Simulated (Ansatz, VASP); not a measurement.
Sr: VASP beside Ansatz

```
CELL_PARAMETERS angstrom
-2.42500 2.51594 2.42500
2.42500 -2.51594 2.42500
2.42500 2.51594 -2.42500
ATOMIC_POSITIONS crystal
Sr 0.00000 0.00000 0.00000
```

Change from the starting cell: strain +0.0375 x Voigt [0, 1, 0, 0, 0, 0], atoms carried along.

Alike in both runs: task single point; functional PBEsol; k mesh 14 × 14 × 14; occupations gaussian, width 0.15 eV; no spin polarisation.

|  | VASP | Ansatz |
| --- | --- | --- |
| version | VASP 6.6.1 | Ansatz 0.2.0 |
| potentials or method | VASP PAW PBE potentials, release 64 (Sr_sv), cutoff 520 eV | scalar-relativistic, plane waves, PAW |
| valence electrons in the cell | 10 | 10 |

```csv
,VASP,Ansatz,Ansatz less VASP
gap on the k mesh at the Fermi level (eV),none,none,-
pressure (GPa),-1.4,-1.4,0.00
```

VASP's potentials were made for PBE, not for PBEsol. A gap of «none» marks a metal or a gap that the smearing closes. With one functional, cell and mesh, what is left measures potentials, basis and numerics.
